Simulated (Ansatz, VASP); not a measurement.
**One calculation of CrO2, two programs**

```
Cr O
1.0
     2.89038   -0.11097    0.00000
    -1.34926    2.55870    0.00000
     0.00000    0.00000   28.53791
Cr O
1 2
Cartesian
  1.4452 -0.0555 8.5000
  0.0320 0.8344 7.5505
  1.5092 1.6133 9.4495
```

Change from the starting cell: species swapped into a sheet of the MnO2 type.

Alike in both runs: functional PBE; k mesh 6 × 6 × 1; occupations gaussian, width 0.1 eV; collinear spin.

Ansatz relaxed the structure, and its values are those at the end. VASP's run is a single point on that final structure, the one shown.

|  | VASP | Ansatz |
| --- | --- | --- |
| version | VASP 6.6.1 | Ansatz 0.2.0 |
| potentials or method | VASP PAW PBE potentials, release 64 (Cr_sv, O), cutoff 520 eV | scalar-relativistic, plane waves, PAW |
| valence electrons in the cell | 26 | 26 |

Ansatz gave:

| Item | Value |
| --- | --- |
| gap on the k mesh at the Fermi level (eV) | none |
| rms of the force components (eV/Å) | 0.000 |
| net moment per atom (μB) | 0.67 |
| size of the moment on the site where the two differ most (μB) | 1.74 |

Which values does VASP return?

gap on the k mesh at the Fermi level (eV): none; rms of the force components (eV/Å): 0.006; net moment per atom (μB): 0.67; size of the moment on the site where the two differ most (μB): 1.93.

Site moments also hang on the region over which each program counts them. A gap of «none» marks a metal or a gap that the smearing closes. Ansatz's warnings: slab cell height set.

The k mesh is coarse, so the values compare programs but aren't converged.
